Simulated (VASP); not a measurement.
Input of a VASP 6.6.1 run:

File INCAR:

```
PREC = Accurate ; ENCUT = 500
EDIFF = 1E-6 ; ISMEAR = 0
SIGMA = 0.15 ; LREAL = False
LASPH = True ; NELM = 120
ALGO = Normal ; ISIF = 2
LWAVE = False ; LCHARG = False
GGA = PE ; NBANDS = 19
GGA_COMPAT = False
```

The input KPOINTS:

```
Automatic mesh
0
Gamma
  3 3 3
```

The input POSCAR:

```
MoH6
1.0
   -2.1272344964      2.1272344964      1.7401927953
    2.1272344964     -2.1272344964      1.7401927953
    2.1272344964      2.1272344964     -1.7401927953
H Mo
6 1
Direct
    0.7500000000      0.2500000000      0.5000000000
    0.2500000000      0.7500000000      0.5000000000
    0.6773371530      0.6773371530      0.3546743060
    0.3226628470      0.3226628470      0.6453256940
    0.6773371530      0.3226628470      0.0000000000
    0.3226628470      0.6773371530      0.0000000000
    0.0000000000      0.0000000000      0.0000000000
```

Potentials or basis: VASP PAW PBE potentials, release 64 (H, Mo_sv).

Command:

```console
$ cat potpaw_PBE.64/H/POTCAR potpaw_PBE.64/Mo_sv/POTCAR > POTCAR
$ mpirun -np 1 vasp_std > vasp.out
```

(1) Estimate the pressure.

(2) Predict the band gap on the k mesh.

Answers

(1) -0.4 GPa.

(2) zero (band 10 reaches 7.93 eV, above the bottom of band 11 at 7.44 eV).

Caveat: the k points lie up to 0.78 Å⁻¹ apart.
